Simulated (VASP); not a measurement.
# Zn3F (P-6m2) in VASP: further runs, part 2 of 2

VASP 6.6.1. Earlier steps stand in the parts before.

## (3) Single point, PBE

This run uses another cell than the first one, of 14.07 Å³/atom.

INCAR reads:

```
PREC = Accurate ; ENCUT = 520
EDIFF = 1E-6 ; ISMEAR = 0
SIGMA = 0.1 ; LREAL = False
LASPH = True ; NELM = 80
ALGO = Normal ; ISIF = 2
LWAVE = False ; LCHARG = False
GGA = PE ; NBANDS = 30
```

KPOINTS reads:

```
regular mesh
0
Gamma
  6 6 2
```

POSCAR reads:

```
Zn3F
1.0
    2.7117108640      0.0000000028      0.0000000000
   -1.3558554344      2.3484104945      0.0000000000
    0.0000000000      0.0000000000      8.8381726238
Zn F
3 1
Direct
    0.0000000000      0.0000000000      0.0000000000
    0.6666666667      0.3333333333      0.7044007035
    0.6666666667      0.3333333333      0.2955992965
    0.0000000000      0.0000000000      0.5000000000
```

Potentials or basis: VASP PAW PBE potentials, release 64 (Zn, F).

The run is started by

```
> cat potpaw_PBE.64/Zn/POTCAR potpaw_PBE.64/F/POTCAR > POTCAR
> mpirun -np 1 vasp_std > vasp.out
```

OUTCAR:

```text
PREC = Accurate
   ENCUT = 520
   EDIFF = 1E-6
   ISMEAR = 0
   LREAL = False
   LASPH = True
   NELM = 80
   ISIF = 2
   GGA = PE

 ion  position               nearest neighbor table
   1  0.000  0.000  0.000-   2 3.05   3 3.05   2 3.05   3 3.05   2 3.05   3 3.05
   2  0.667  0.333  0.704-   4 2.39   4 2.39   4 2.39   1 3.05   1 3.05   1 3.05
   3  0.667  0.333  0.296-   4 2.39   4 2.39   4 2.39   1 3.05   1 3.05   1 3.05
   4  0.000  0.000  0.500-   2 2.39   3 2.39   2 2.39   3 2.39   2 2.39   3 2.39

  LATTYP: Found a hexagonal cell.
[... 649 lines left out ...]
  --------------------------------------------------------------------------------------
  -------------------------------------------------------------------------------------
  Total        0.0143623      0.0143623      0.1551315      0.0000000     -0.0000000      0.0000000
  in kB        0.4088414      0.4088414      4.4160177      0.0000000     -0.0000000      0.0000000
  external PRESSURE =       1.7445668 kB  Pullay stress =       0.0000000 kB

 VOLUME and BASIS-vectors are now :
 -----------------------------------------------------------------------------
  energy-cutoff  :      520.00
  volume of cell :       56.28
      direct lattice vectors                 reciprocal lattice vectors
     2.711710864  0.000000003  0.000000000     0.368770879  0.212909967  0.000000000
    -1.355855434  2.348410494  0.000000000    -0.000000000  0.425819933  0.000000000
     0.000000000  0.000000000  8.838172624     0.000000000  0.000000000  0.113145561

 POSITION                                       TOTAL-FORCE (eV/Angst)
 -----------------------------------------------------------------------------------
      0.00000      0.00000      0.00000         0.000000      0.000000      0.000000
      1.35586      0.78280      6.22562         0.000000      0.000000      0.013451
      1.35586      0.78280      2.61256        -0.000000     -0.000000     -0.013451
      0.00000      0.00000      4.41909         0.000000      0.000000      0.000000
 -----------------------------------------------------------------------------------
    total drift:                               -0.000005      0.000003      0.000000

  FREE ENERGIE OF THE ION-ELECTRON SYSTEM (eV)
  ---------------------------------------------------
  free  energy   TOTEN  =        -7.6038417961 eV

  energy  without entropy=       -7.6016992637  energy(sigma->0) =       -7.60277053
```

stdout:

```text
POSCAR found type information on POSCAR ZnF
 POSCAR found :  2 types and       4 ions
 scaLAPACK will be used
 LDA part: xc-table for (Slater+PW92), standard interpolation
 POSCAR, INCAR and KPOINTS ok, starting setup
 FFT: planning ... GRIDC
 FFT: planning ... GRID_SOFT
 FFT: planning ... GRID
 WAVECAR not read
 entering main loop
```

Wall time 16 s (1 thread of AMD EPYC 9R45 (Zen 5), shared host); peak memory 0.14 GiB.

What came out:

- Free energy: -7.6038 eV
- Pressure: 0.2 GPa
- Largest force: 0.013 eV/Å
- Band gap on the k mesh: zero (an odd number of electrons rules out a gap without spin polarisation)

Forces on the atoms (eV/Å):
```
Zn   0.000  0.000  0.000
Zn   0.000  0.000  0.013
Zn   0.000  0.000 -0.013
F    0.000  0.000  0.000
```

Caveat: the k points lie up to 0.45 Å⁻¹ apart, too coarse for converged energies and pressures of a metal; an odd number of electrons without spin polarisation forces a metal; a magnetic or distorted state may lie lower.
